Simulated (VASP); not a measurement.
Set up this calculation in VASP 6.6.1, as the native input.

- Task: relaxation of cell and atoms
- Functional: r2SCAN
- Potentials or basis: VASP PAW PBE potentials, release 64 (Pb_d, O)
- Cutoff: 600 eV
- k mesh: 13 × 13 × 13
- Occupations: fermi-dirac, width 0.08 eV
- Spin: no spin polarisation
- Dipole correction: no
- Further INCAR settings: ALGO = Normal; EDIFF = 1e-07; IBRION = 2; EDIFFG = -0.005; NSW = 60; ISIF = 3

Crystal: PbO (CsCl type).

```
Pb O
1.0
     3.27131    0.00000    0.00000
     0.00000    3.27131    0.00000
     0.00000    0.00000    3.27131
Pb O
1 1
Cartesian
  0.0000 0.0000 0.0000
  1.6357 1.6357 1.6357
```

The input as run:

POSCAR

```
PbO
1.0
    3.2713116536      0.0000000000      0.0000000000
    0.0000000000      3.2713116536      0.0000000000
    0.0000000000      0.0000000000      3.2713116536
Pb O
1 1
Direct
    0.0000000000      0.0000000000      0.0000000000
    0.5000000000      0.5000000000      0.5000000000
```

INCAR.step1

```
SYSTEM = PbO
  PREC = Accurate
  ENCUT = 600
  ISMEAR = -1
  SIGMA = 0.08
  LREAL = .False.
  LASPH = .True.
  NELM = 60
  GGA = PE
  ALGO = Normal
  EDIFF = 1E-4
  LWAVE = .True.
  LCHARG = .False.
```

INCAR.step2

```
SYSTEM = PbO
  PREC = Accurate
  ENCUT = 600
  EDIFF = 1E-7
  ISMEAR = -1
  SIGMA = 0.08
  LREAL = .False.
  LASPH = .True.
  NELM = 60
  ALGO = Normal
  ISIF = 3
  LWAVE = .False.
  LCHARG = .False.
  METAGGA = R2SCAN
  LMIXTAU = .True.
  IBRION = 2
  NSW = 60
  EDIFFG = -0.005
  ISTART = 1
```

KPOINTS

```
Automatic mesh
0
Gamma
  13 13 13
  0 0 0
```

Potentials or basis: VASP PAW PBE potentials, release 64 (Pb_d, O).

Launch:

```sh
$ cat potpaw_PBE.64/Pb_d/POTCAR potpaw_PBE.64/O/POTCAR > POTCAR
$ cp INCAR.step1 INCAR
$ mpirun -np 1 vasp_std > vasp.out
$ cp INCAR.step2 INCAR
$ mpirun -np 1 vasp_std > vasp.out
```

Results of the run:

```
Relaxed volume                         : 16.10 Å³/atom
Relaxed cell                           : a = 3.181 Å, b = 3.181 Å, c = 3.181 Å, α = 90.00°, β = 90.00°, γ = 90.00°
Space group after relaxing (to 0.05 Å) : Pm-3m (No. 221)
Energy gained by relaxing              : 35.1 meV/atom
Ionic steps                            : 3
Pressure after relaxing                : 0.0 GPa
Band gap on the k mesh                 : 0.66 eV, indirect (least direct gap 0.78 eV)
```

Caveat: the PAW data sets were made with another functional, which shifts forces and pressure a little; spin-orbit coupling is left out, which moves the levels of the heavy elements.

It took 3.4 min on 1 thread of Intel(R) Xeon(R) 6975P-C (Granite Rapids), on a shared host, peak memory 0.21 GiB.
